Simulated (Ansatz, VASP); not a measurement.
**Hf, level by level in two programs**

```
Hf
1.0
     3.19670    0.00000    0.00000
    -1.59835    2.76842    0.00000
     0.00000    0.00000    5.05780
Hf
2
Direct
  0.66667 0.33333 0.75000
  0.33333 0.66667 0.25000
```

Single points on this cell with VASP 6.6.1 and Ansatz 0.2.0. Each row is one pair of runs.

```csv
level,spin,k mesh,smearing,"VASP's potentials, cutoff","Ansatz's potentials, cutoff","pressure (GPa), VASP","pressure (GPa), Ansatz"
RPBE,"non-collinear, zero start, SOC",10 × 10 × 5,"fermi-dirac, width 0.01 eV","VASP PAW PBE potentials, release 64 (Hf_pv), 520 eV","PseudoDojo standard (PBE files), 789 eV",?,3.4
PBE,off,10 × 10 × 5,"gaussian, width 0.011 eV","VASP PAW PBE potentials, release 64 (Hf_pv), 520 eV","Ansatz PAW, 420 eV",0.2,0.6
HSE06,"non-collinear, zero start, SOC",4 × 4 × 2,"fermi-dirac, width 0.05 eV","VASP PAW PBE potentials, release 64 (Hf_pv), 400 eV","Ansatz PAW, 420 eV",-1.6,0.6
PBE+D4,off,10 × 10 × 5,"methfessel-paxton of order 1, width 0.05 eV","VASP PAW PBE potentials, release 64 (Hf_pv), 500 eV","Ansatz PAW earlier set, 520 eV",-1.4,-0.9
```

Task: Fill in what VASP gave in row 1.

Result: Pressure (GPa): 2.6.

VASP's potentials hold 20 valence electrons a cell and Ansatz's 24; VASP's potentials hold 20 valence electrons a cell and Ansatz's 52, so a difference there can come from the potentials and not from the codes.

The k mesh is coarse in some rows, so the values compare programs but aren't converged. Noted on Ansatz's runs: the potentials were made for another functional, which shifts forces and pressure.
